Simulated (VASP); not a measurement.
# BeAlS3 (P6/mmm) in VASP: a series of runs

BeAlS3 is run at these levels: PBE; tasks: single point.

All numbers are computed with VASP 6.6.1; they aren't measurements. Logs are shortened: lines on timing, memory, paths and dates and some standing lists are left out, and cuts for length are marked.

## 1. The cell of the first run

It takes space group P6/mmm (No. 191, hexagonal). The conventional cell has a = 5.086 Å, b = 5.086 Å, c = 4.430 Å, α = 90.00°, β = 90.00°, γ = 120.00°. Be (site symmetry 6/mmm) has 2 Al at 2.22 Å and 6 S at 2.54 Å within 2.9 Å. Al (site symmetry 6/mmm) has 2 Be at 2.22 Å within 2.9 Å. S (site symmetry mmm) has 2 Be at 2.54 Å and 4 S at 2.54 Å and 4 Al at 3.37 Å within 3.4 Å.

The cell was built from a structure type or drawn by symmetry, and may not be a known phase.

## 2. Single point, PBE

File INCAR:

```
PREC     = Accurate       # precision mode
ENCUT    = 520            # plane-wave cutoff, eV
EDIFF    = 1E-6           # SCF threshold, eV
ISMEAR   = 0              # smearing method
SIGMA    = 0.1            # smearing width, eV
LREAL    = False          # projectors in reciprocal space
LASPH    = True           # aspherical terms in the spheres
NELM     = 100            # most SCF steps
ALGO     = Normal         # electronic algorithm
ISIF     = 2              # what is computed and relaxed
LWAVE    = False          # write WAVECAR
LCHARG   = True           # write CHGCAR
GGA      = PE             # functional
LELF     = True           # ELF
LVHAR    = True         
NBANDS   = 20             # bands
```

File KPOINTS:

```
Automatic mesh
0
Gamma
  6 6 4
```

File POSCAR:

```
BeAlS3
1.0
    5.0862581100      0.0000000000      0.0000000000
   -2.5431290600      4.4048287400      0.0000000000
    0.0000000000      0.0000000000      4.4303037700
Be Al S
1 1 3
Direct
    0.0000000000      0.0000000000      0.5000000000
    0.0000000000      0.0000000000      0.0000000000
    0.5000000000      0.0000000000      0.5000000000
    0.0000000000      0.5000000000      0.5000000000
    0.5000000000      0.5000000000      0.5000000000
```

Potentials or basis: VASP PAW PBE potentials, release 64 (Be, Al, S).

Command:

```bash
cat potpaw_PBE.64/Be/POTCAR potpaw_PBE.64/Al/POTCAR potpaw_PBE.64/S/POTCAR > POTCAR
mpirun -np 1 vasp_std > vasp.out
```

OUTCAR:

```text
PREC = Accurate
   ENCUT = 520
   EDIFF = 1E-6
   ISMEAR = 0
   LREAL = False
   LASPH = True
   NELM = 100
   ISIF = 2
   GGA = PE

 ion  position               nearest neighbor table
   1  0.000  0.000  0.500-   2 2.22   2 2.22   3 2.54   3 2.54   5 2.54   5 2.54   4 2.54   4 2.54

   2  0.000  0.000  0.000-   1 2.22   1 2.22
   3  0.500  0.000  0.500-   1 2.54   1 2.54   4 2.54   4 2.54   5 2.54   5 2.54
   4  0.000  0.500  0.500-   5 2.54   5 2.54   3 2.54   3 2.54   1 2.54   1 2.54
   5  0.500  0.500  0.500-   4 2.54   4 2.54   1 2.54   1 2.54   3 2.54   3 2.54

  LATTYP: Found a hexagonal cell.
 ALAT       =     5.0862581100
 C/A-ratio  =     0.8710340046

  Lattice vectors:

 A1 = (   5.0862581100,   0.0000000000,   0.0000000000)
 A2 = (  -2.5431290600,   4.4048287400,   0.0000000000)
 A3 = (   0.0000000000,   0.0000000000,   4.4303037700)

Analysis of symmetry for initial positions (statically):
=====================================================================
 Subroutine PRICEL returns:
 Original cell was already a primitive cell.

 Routine SETGRP: Setting up the symmetry group for a
 hexagonal supercell.

 Subroutine GETGRP returns: Found 24 space group operations
 (whereof 24 operations were pure point group operations)
 out of a pool of 24 trial point group operations.

The static configuration has the point symmetry D_6h.

Analysis of symmetry for dynamics (positions and initial velocities):
=====================================================================
 Subroutine PRICEL returns:
 Original cell was already a primitive cell.

 Routine SETGRP: Setting up the symmetry group for a
 hexagonal supercell.

 Subroutine GETGRP returns: Found 24 space group operations
 (whereof 24 operations were pure point group operations)
 out of a pool of 24 trial point group operations.

The dynamic configuration has the point symmetry D_6h.

 Subroutine INISYM returns: Found 24 space group operations
 (whereof 24 operations are pure point group operations),
 and found     1 'primitive' translations

----------------------------------------------------------------------------------------

                                     Primitive cell

  volume of cell :      99.2570

  direct lattice vectors                    reciprocal lattice vectors
     5.086258110  0.000000000  0.000000000     0.196608190  0.113511791  0.000000000
    -2.543129060  4.404828740  0.000000000     0.000000000  0.227023582  0.000000000
     0.000000000  0.000000000  4.430303770     0.000000000  0.000000000  0.225718157

  length of vectors
     5.086258110  5.086258118  4.430303770     0.227023583  0.227023582  0.225718157

  position of ions in fractional coordinates (direct lattice)
     0.000000000  0.000000000  0.500000000
     0.000000000  0.000000000  0.000000000
     0.500000000  0.000000000  0.500000000
     0.000000000  0.500000000  0.500000000
     0.500000000  0.500000000  0.500000000

  ion indices of the primitive-cell ions
   primitive index   ion index
                 1           1
                 2           2
                 3           3
                 4           4
                 5           5

----------------------------------------------------------------------------------------

 KPOINTS: Automatic mesh

Automatic generation of k-mesh.
 Grid dimensions read from file:
 generate k-points for:    6    6    4

 Generating k-lattice:

  Cartesian coordinates                     Fractional coordinates (reciprocal lattice)
     0.032768032  0.018918632  0.000000000     0.166666667  0.000000000  0.000000000
     0.000000000  0.037837264  0.000000000     0.000000000  0.166666667  0.000000000
     0.000000000  0.000000000  0.056429539     0.000000000  0.000000000  0.250000000

  Length of vectors
     0.037837264  0.037837264  0.056429539

  Shift w.r.t. Gamma in fractional coordinates (k-lattice)
     0.000000000  0.000000000  0.000000000

 Subroutine IBZKPT returns following result:
 ===========================================

 Found     21 irreducible k-points:

 Following reciprocal coordinates:
            Coordinates               Weight
  0.000000  0.000000  0.000000      1.000000
  0.166667  0.000000  0.000000      6.000000
  0.333333 -0.000000  0.000000      6.000000
  0.500000  0.000000  0.000000      3.000000
  0.166667  0.166667  0.000000      6.000000
  0.333333  0.166667  0.000000     12.000000
[... 13 lines left out ...]
  0.333333  0.166667  0.500000     12.000000
  0.333333  0.333333  0.500000      2.000000
   k-points           NKPTS =     21   k-points in BZ     NKDIM =     21   number of bands    NBANDS=     20
   number of dos      NEDOS =    301   number of ions     NIONS =      5
   total plane-waves  NPLWV =  57600
   dimension x,y,z NGX =    40 NGY =   40 NGZ =   36
   dimension x,y,z NGXF=    80 NGYF=   80 NGZF=   72
   ions per type =               1   1   3
   NGX,Y,Z   is equivalent  to a cutoff of  13.07, 13.07, 13.51 a.u.
   NGXF,Y,Z  is equivalent  to a cutoff of  26.15, 26.15, 27.02 a.u.
 SYSTEM =  unknown system
   PREC   = accura    normal or accurate (medium, high low for compatibility)
   ISTART =      0    job   : 0-new  1-cont  2-samecut
   ICHARG =      2    charge: 1-file 2-atom 10-const
   ISPIN  =      1    spin polarized calculation?
   LNONCOLLINEAR =      F non collinear calculations
   LSORBIT =      F    spin-orbit coupling
   LASPH  =      T    aspherical Exc in radial PAW
   ENCUT  =  520.0 eV  38.22 Ry    6.18 a.u.   9.46  9.46  8.24*2*pi/ulx,y,z
   NELM   =    100;   NELMIN=  2; NELMDL= -5     # of ELM steps
   EDIFF  = 0.1E-05   stopping-criterion for ELM
   LREAL  =      F    real-space projection
   EDIFFG = 0.1E-04   stopping-criterion for IOM
   NSW    =      0    number of steps for IOM
   IBRION =     -1    ionic relax: 0-MD 1-quasi-New 2-CG
   NFREE  =      0    steps in history (QN), initial steepest desc. (CG)
   ISIF   =      2    stress and relaxation
   ISYM   =      2    0-nonsym 1-usesym 2-fastsym
   POTIM  = 0.5000    time-step for ionic-motion
   TEBEG  =    0.0;   TEEND  =   0.0 temperature during run
   PSTRESS=    0.0 pullay stress
   NELECT =      23.0000    total number of electrons
   NUPDOWN=      -1.0000    fix difference up-down
   EMIN   =  10.00;   EMAX   =-10.00  energy-range for DOS
   EFERMI =   0.00;   METHOD = LEGACY
   ISMEAR =     0;   SIGMA  =   0.10  broadening in eV -4-tet -1-fermi 0-gaus
   EFERMI_NEDOS =   21; number of points for ismear=-14 and -15
   IALGO  =     38    algorithm
   IMIX   =      4    mixing-type and parameters
     AMIX     =   0.40;   BMIX     =  1.00
     AMIX_MAG =   1.60;   BMIX_MAG =  1.00
  volume/ion in A,a.u.               =      19.85       133.96
  Fermi-wavevector in a.u.,A,eV,Ry     =   1.005535  1.900185 13.756856  1.011100
  Thomas-Fermi vector in A             =   2.138220
   LORBIT       =      0    0 simple, 1 ext, 2 COOP (PROOUT), +10 PAW based schemes
   GGA     = PE    functional components
   LHFCALC =     F    Hartree Fock is set to
   AEXX    =    0.0000 exact exchange contribution
   IVDW    =     0    specifies the selected vdW correction
   LEPSILON=     F    determine dielectric tensor
   LRPA    =     F    only Hartree local field effects (RPA)
 non-spin polarized calculation
 Gauss-broadening in eV      SIGMA  =   0.10
  energy-cutoff  :      520.00
  volume of cell :       99.26
 maximum number of plane-waves:      2710
 NGX is ok and might be reduce to    40
   NGX = 19   NGY = 19   NGZ = 17

 number of electron      23.0000005 magnetization

 Free energy of the ion-electron system (eV)
  ---------------------------------------------------
  ext. energy  EPLUGINS =         0.00000000
  ---------------------------------------------------
  free energy    TOTEN  =       -16.37665248 eV

  energy without entropy =      -16.35543150  energy(sigma->0) =      -16.36604199

 E-fermi :   4.2445     XC(G=0):  -9.0586

 val. band max:        4.2193768967   @ k =   0.3333   0.1667   0.5000
 cond. band min:       4.2534453471   @ k =   0.3333  -0.0000   0.0000
 fundamental gap:      0.0340684503
 Fermi energy:         4.2445371961

 k-point     1 :       0.0000    0.0000    0.0000
  band No.  band energies     occupation
      1     -11.2566      2.00000
      2      -6.7240      2.00000
      3      -6.7240      2.00000
      4      -3.1265      2.00000
      5      -1.8101      2.00000
      6      -1.8101      2.00000
[... 12 lines left out ...]
     19      10.1593      0.00000
     20      10.9440      0.00000

 k-point     2 :       0.1667    0.0000    0.0000
  band No.  band energies     occupation
      1     -11.0984      2.00000
      2      -7.3717      2.00000
      3      -6.8269      2.00000
      4      -2.6318      2.00000
      5      -1.9305      2.00000
      6      -1.3681      2.00000
[... 12 lines left out ...]
     19      10.8693      0.00000
     20      11.3947      0.00000

 k-point     3 :       0.3333   -0.0000    0.0000
  band No.  band energies     occupation
      1     -10.6528      2.00000
      2      -8.4838      2.00000
      3      -7.0088      2.00000
      4      -2.9069      2.00000
      5      -0.5098      2.00000
      6      -0.1967      2.00000
[... 12 lines left out ...]
     19      11.1025      0.00000
     20      11.4451      0.00000

 k-point     4 :       0.5000    0.0000    0.0000
  band No.  band energies     occupation
      1     -10.2261      2.00000
      2      -9.1682      2.00000
      3      -7.0905      2.00000
      4      -3.0661      2.00000
      5       0.7227      2.00000
      6       1.0789      2.00000
[... 360 lines left out ...]
 k-point    20 :       0.3333    0.1667    0.5000
  band No.  band energies     occupation
      1     -10.1843      2.00000
      2      -8.9919      2.00000
      3      -7.1684      2.00000
      4      -1.9573      2.00000
      5      -1.0715      2.00000
      6      -0.3553      2.00000
[... 12 lines left out ...]
     19      10.6687      0.00000
     20      11.1360      0.00000

 k-point    21 :       0.3333    0.3333    0.5000
  band No.  band energies     occupation
      1      -9.6171      2.00000
      2      -9.6171      2.00000
      3      -7.3388      2.00000
      4      -1.0167      2.00000
      5      -0.7382      2.00000
      6      -0.0915      2.00000
[... 12 lines left out ...]
     19      10.8640      0.00000
     20      11.4237      0.00000

------------------------ aborting loop because EDIFF is reached ----------------------------------------

  FORCE on cell =-STRESS in cart. coord.  units (eV):
  Direction    XX          YY          ZZ          XY          YZ          ZX
  --------------------------------------------------------------------------------------
  -------------------------------------------------------------------------------------
  Total        0.6633885      0.6633885      2.3711743     -0.0000000      0.0000000      0.0000000
  in kB       10.7082275     10.7082275     38.2748185     -0.0000000      0.0000000      0.0000000
  external PRESSURE =      19.8970912 kB  Pullay stress =       0.0000000 kB

 VOLUME and BASIS-vectors are now :
 -----------------------------------------------------------------------------
  energy-cutoff  :      520.00
  volume of cell :       99.26
      direct lattice vectors                 reciprocal lattice vectors
     5.086258110  0.000000000  0.000000000     0.196608190  0.113511791  0.000000000
    -2.543129060  4.404828740  0.000000000     0.000000000  0.227023582  0.000000000
     0.000000000  0.000000000  4.430303770     0.000000000  0.000000000  0.225718157

 POSITION                                       TOTAL-FORCE (eV/Angst)
 -----------------------------------------------------------------------------------
      0.00000      0.00000      2.21515        -0.000000      0.000000      0.000000
      0.00000      0.00000      0.00000        -0.000000      0.000000      0.000000
      2.54313      0.00000      2.21515        -0.000000      0.000000      0.000000
     -1.27156      2.20241      2.21515        -0.000000      0.000000      0.000000
      1.27156      2.20241      2.21515         0.000000      0.000000      0.000000
 -----------------------------------------------------------------------------------
    total drift:                               -0.000000      0.000000     -0.000000

  FREE ENERGIE OF THE ION-ELECTRON SYSTEM (eV)
  ---------------------------------------------------
  free  energy   TOTEN  =       -16.3766524824 eV

  energy  without entropy=      -16.3554314951  energy(sigma->0) =      -16.36604199
```

Wall time 27 s (1 thread of AMD EPYC 7R13 (Zen 3), shared host); peak memory 0.2 GiB.

Results:

```
Free energy            : -16.3767 eV
Pressure               : 2.0 GPa
Band gap on the k mesh : zero (an odd number of electrons rules out a gap without spin polarisation)
```

Stress tensor (GPa, compression positive):
```
1.07 0.00 0.00
0.00 1.07 0.00
0.00 0.00 3.83
```

## 3. Single point, PBE

This run uses another cell than the first one, of 20.82 Å³/atom.

File INCAR:

```
SYSTEM = BeAlS3
PREC = Accurate
ENCUT = 520
EDIFF = 1E-7
ISMEAR = 0
SIGMA = 0.1
LREAL = .False.
LASPH = .True.
NELM = 80
ALGO = Normal
ISIF = 2
LWAVE = .False.
LCHARG = .False.
GGA = PE
NBANDS = 20
```

File KPOINTS:

```
Automatic mesh
0
Gamma
  6 6 4
  0 0 0
```

Changes to POSCAR since step 2:

```diff
@@ -2,5 +2,5 @@
 1.0
-    5.0862581100      0.0000000000      0.0000000000
-   -2.5431290600      4.4048287400      0.0000000000
-    0.0000000000      0.0000000000      4.4303037700
+    5.1175741895      0.0000000029      0.0000000000
+   -2.5587870972      4.4319492524      0.0000000000
+    0.0000000000      0.0000000000      4.5908682359
 Be Al S
```

Potentials or basis: VASP PAW PBE potentials, release 64 (Be, Al, S).

Command:

```bash
cat potpaw_PBE.64/Be/POTCAR potpaw_PBE.64/Al/POTCAR potpaw_PBE.64/S/POTCAR > POTCAR
mpirun -np 1 vasp_std > vasp.out
```

Wall time 28 s (1 thread of AMD EPYC 7R13 (Zen 3), shared host); peak memory 0.2 GiB.

The run converged. Its results:

```yaml
Free_energy: -16.4243 eV
Pressure: 0.0 GPa
Band_gap_on_the_k_mesh: zero (an odd number of electrons rules out a gap without spin polarisation)
```

Stress tensor (GPa, compression positive):
```
-0.12  0.00  0.00
 0.00 -0.12  0.00
 0.00  0.00  0.20
```

Levels at points of the mesh, in eV from the Fermi level:
| k point | band 9 | band 10 | band 11 | band 12 | band 13 | band 14 | band 15 | band 16 |
| --- | --- | --- | --- | --- | --- | --- | --- | --- |
| (0.00, 0.00, 0.00) | -0.51 | -0.51 | 0.63 | 1.02 | 2.20 | 3.02 | 3.02 | 4.22 |
| (0.50, 0.00, 0.00) | -2.06 | -1.81 | -1.22 | -0.74 | 0.04 | 1.07 | 3.21 | 3.42 |
| (0.00, 0.00, 0.50) | -1.56 | -0.98 | -0.98 | 1.85 | 1.85 | 2.22 | 3.43 | 3.43 |
| (0.50, 0.00, 0.50) | -2.00 | -1.76 | -1.56 | -1.52 | 1.32 | 2.96 | 3.34 | 3.43 |
